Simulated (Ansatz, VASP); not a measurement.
One calculation of SrO, two programs

```
Sr O
1.0
     0.00000    2.58378    2.58378
     2.58378    0.00000    2.58378
     2.58378    2.58378    0.00000
Sr O
1 1
Direct
  0.50000 0.50000 0.50000
  0.00000 0.00000 0.00000
```

Alike in both runs: task single point; functional PBEsol; k mesh 2 × 2 × 2; no spin polarisation.

|  | VASP | Ansatz |
| --- | --- | --- |
| version | VASP 6.6.1 | Ansatz 0.2.0 |
| potentials or method | VASP PAW PBE potentials, release 64 (Sr_sv, O) | scalar-relativistic, plane waves, PAW |
| plane-wave cutoff (eV) | 600 | 420 |
| occupations | fermi-dirac, width 0.25852 eV | fermi-dirac |
| valence electrons in the cell | 16 | 16 |

Ansatz gave:

| Property | Result |
| --- | --- |
| gap on the k mesh at the Fermi level (eV) | 3.00 |
| least direct gap on the mesh (eV) | 3.10 |
| pressure (GPa) | -2.0 |

Question: Which values does VASP return?

Answer: gap on the k mesh at the Fermi level (eV): 2.95; least direct gap on the mesh (eV): 3.06; pressure (GPa): -1.4.

VASP's potentials were made for PBE, not for PBEsol. Ansatz's warnings: force scf threshold loose, stress scf threshold loose.

The k mesh is coarse, so the values compare programs but aren't converged.
